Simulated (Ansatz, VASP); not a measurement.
## Two plane-wave programs on Al

Contents of INCAR:

```
SYSTEM = Al
PREC     = Accurate       ! precision mode
ENCUT    = 400            ! plane-wave cutoff, eV
EDIFF    = 1E-6           ! SCF threshold, eV
ISMEAR   = 1              ! smearing method
SIGMA    = 0.1            ! smearing width, eV
LREAL    = .FALSE.        ! projectors in reciprocal space
LASPH    = .TRUE.         ! aspherical terms in the spheres
NELM     = 120            ! most SCF steps
ALGO     = Normal         ! electronic algorithm
ISIF     = 2              ! what is computed and relaxed
LWAVE    = .FALSE.        ! write WAVECAR
LCHARG   = .TRUE.         ! write CHGCAR
LDIPOL   = .TRUE.       
IDIPOL   = 3            
DIPOL    = 0.5 0.5 0.690
GGA      = PS             ! functional
LELF     = .TRUE.         ! ELF
LVHAR    = .TRUE.       
LVACPOTAV= .TRUE.       
NBANDS   = 14             ! bands
GGA_COMPAT= .FALSE.      
NELMDL   = -8
```

Contents of KPOINTS:

```
Automatic mesh
0
G
  21 21 1
  0 0 0
```

POSCAR

```
Al
1.0
    2.9261087189      0.0000000000      0.0000000000
   -1.4630543595      2.5340844848      0.0000000000
    0.0000000000      0.0000000000     30.1540166098
Al
4
Direct
    0.0000000000      0.0000000000      0.5745127353
    0.6666666667      0.3333333333      0.6515922844
    0.3333333333      0.6666666667      0.7284993400
    0.0000000000      0.0000000000      0.8053588264
```

Input for Ansatz:

```yaml
crystal:
  lattice:
    - [2.9261087189, 0.0, 0.0]
    - [-1.4630543595, 2.5340844848, 0.0]
    - [0.0, 0.0, 30.1540166098]
  atoms:
    - { symbol: Al, position: [0.0, 0.0, 0.5745127353] }
    - { symbol: Al, position: [0.6666666667, 0.3333333333, 0.6515922844] }
    - { symbol: Al, position: [0.3333333333, 0.6666666667, 0.72849934] }
    - { symbol: Al, position: [0.0, 0.0, 0.8053588264] }
basis:
  ecutwfc: 420
kpoints:
  mp_grid: { grid: [21, 21, 1] }
hamiltonian:
  xc: pbesol
  pseudopotentials: { kind: paw, azcp: { folder: soft_1 } }
scf:
  occupations: { method: methfessel_paxton, width: 0.1 }
  n_extra_bands: 7
  max_iter: 160
output:
  forces: true
  eigenvalues: true
  write_density: true
  write_potential: true
  elf: true
  volumetric_format: npy
efield:
  axis: 3
  dipole_correction: true
```

Alike in both runs: task single point; functional PBEsol; k mesh 21 × 21 × 1; occupations methfessel-paxton of order 1, width 0.1 eV; no spin polarisation.

```csv
,VASP,Ansatz
version,VASP 6.6.1,Ansatz 0.2.0
potentials or method,"VASP PAW PBE potentials, release 64 (Al), cutoff 400 eV","scalar-relativistic, plane waves, PAW"
valence electrons in the cell,12,12
```

|  | VASP | Ansatz | Ansatz less VASP |
| --- | --- | --- | --- |
| gap on the k mesh at the Fermi level (eV) | none | none | - |
| rms of the force components (eV/Å) | 0.053 | 0.055 | +0.0012 |

VASP's potentials were made for PBE, not for PBEsol, and Ansatz warns of the same on its side. Atom by atom the forces differ by 0.002 eV/Å (rms over components). A gap of «none» marks a metal or a gap that the smearing closes.
